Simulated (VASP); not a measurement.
Wanted: the native input for a VASP 6.6.1 run.

```yaml
Task: single point
Functional: PBEsol
Potentials_or_basis: VASP PAW PBE potentials, release 64 (Au)
Cutoff: 520 eV
k_mesh: 11 × 11 × 6
Occupations: fermi-dirac, width 0.1 eV
Spin: no spin polarisation
Dipole_correction: no
Further_INCAR_settings: ALGO = Normal; EDIFF = 1e-06; NBANDS = 18
```

The structure of Au lies in POSCAR:

```
Au
1.0
    2.9568771850      0.0000000000      0.0000000000
   -1.4784385925      2.5607310936      0.0000000000
    0.0000000000      0.0000000000      4.9757105734
Au
2
Direct
    0.3333333333      0.6666666667      0.7500000000
    0.6666666667      0.3333333333      0.2500000000
```

One way to write it, as run:

INCAR

```
SYSTEM = Au
ALGO     = Normal         ! electronic algorithm
EDIFF    = 1E-6           ! SCF threshold, eV
ENCUT    = 520            ! plane-wave cutoff, eV
GGA      = PS             ! functional
ISIF     = 2              ! what is computed and relaxed
ISMEAR   = -1             ! smearing method
LASPH    = .True.         ! aspherical terms in the spheres
LCHARG   = .True.         ! write CHGCAR
LELF     = .True.         ! ELF
LREAL    = .False.        ! projectors in reciprocal space
LVHAR    = .True.       
LWAVE    = .False.        ! write WAVECAR
NBANDS   = 18             ! bands
NELM     = 100            ! most SCF steps
PREC     = Accurate       ! precision mode
SIGMA    = 0.1            ! smearing width, eV
```

KPOINTS

```
k-points
0
Gamma
  11 11 6
  0 0 0
```

Potentials or basis: VASP PAW PBE potentials, release 64 (Au).

Command:

```console
$ cat potpaw_PBE.64/Au/POTCAR > POTCAR
$ mpirun -np 1 vasp_std > vasp.out
```

Results of the run:

| Property | Result |
| --- | --- |
| Pressure | -13.2 GPa |
| Band gap on the k mesh | zero (band 11 reaches 11.09 eV, above the bottom of band 12 at 5.23 eV) |

Caveat: the PAW data sets were made with another functional, which shifts forces and pressure a little; spin-orbit coupling is left out, which moves the levels of the heavy elements.

It took 26 s on 1 thread of Intel Xeon 6975P-C, on a shared host, peak memory 0.18 GiB.
